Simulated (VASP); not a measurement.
Set up this calculation in VASP 6.6.1, as the native input.

- Task: single point
- Functional: PBEsol
- Potentials or basis: VASP PAW PBE potentials, release 64 (Ga_d, Sb)
- Cutoff: 520 eV
- k mesh: 10 × 10 × 10
- Occupations: gaussian, width 0.01 eV
- Spin: non-collinear spin, zero start, spin-orbit coupling
- Starting moments: [[0.0, 0.0, 0.0], [0.0, 0.0, 0.0]] μB
- Dipole correction: no
- Further INCAR settings: ALGO = Normal; EDIFF = 1e-06; NBANDS = 30

The structure of GaSb (so) lies in POSCAR:

```
GaSb
1.0
    0.0000000000      3.0558950467      3.0558950467
    3.0558950467      0.0000000000      3.0558950467
    3.0558950467      3.0558950467      0.0000000000
Ga Sb
1 1
Direct
    0.0000000000      0.0000000000      0.0000000000
    0.2500000000      0.2500000000      0.2500000000
```

The input as run:

INCAR

```
SYSTEM = GaSb
ALGO = Normal
EDIFF = 1E-6
ENCUT = 520
GGA = PS
GGA_COMPAT = .FALSE.
ISIF = 2
ISMEAR = 0
LASPH = .TRUE.
LCHARG = .FALSE.
LNONCOLLINEAR = .TRUE.
LORBIT = 11
LORBMOM = .TRUE.
LREAL = .FALSE.
LSORBIT = .TRUE.
LWAVE = .FALSE.
MAGMOM = 0 0 0 0 0 0
NBANDS = 30
NELM = 150
PREC = Accurate
SIGMA = 0.01
```

KPOINTS

```
k-points
0
G
  10 10 10
  0 0 0
```

Potentials or basis: VASP PAW PBE potentials, release 64 (Ga_d, Sb).

Launch:

```bash
$ cat potpaw_PBE.64/Ga_d/POTCAR potpaw_PBE.64/Sb/POTCAR > POTCAR
$ mpirun -np 1 vasp_ncl > vasp.out
```

It gave:

```yaml
Pressure: 0.1 GPa
Net_moment: 0.00 μB per cell
Valence_electrons_inside_the_program's_atomic_spheres: Ga 11.64; Sb 2.50
```

Caveat: the PAW data sets were made with another functional, which shifts forces and pressure a little.

Run time: 3.5 min on 1 thread of AMD EPYC 7R43 64-Core Processor (Zen 3), on a shared host, peak memory 0.38 GiB.
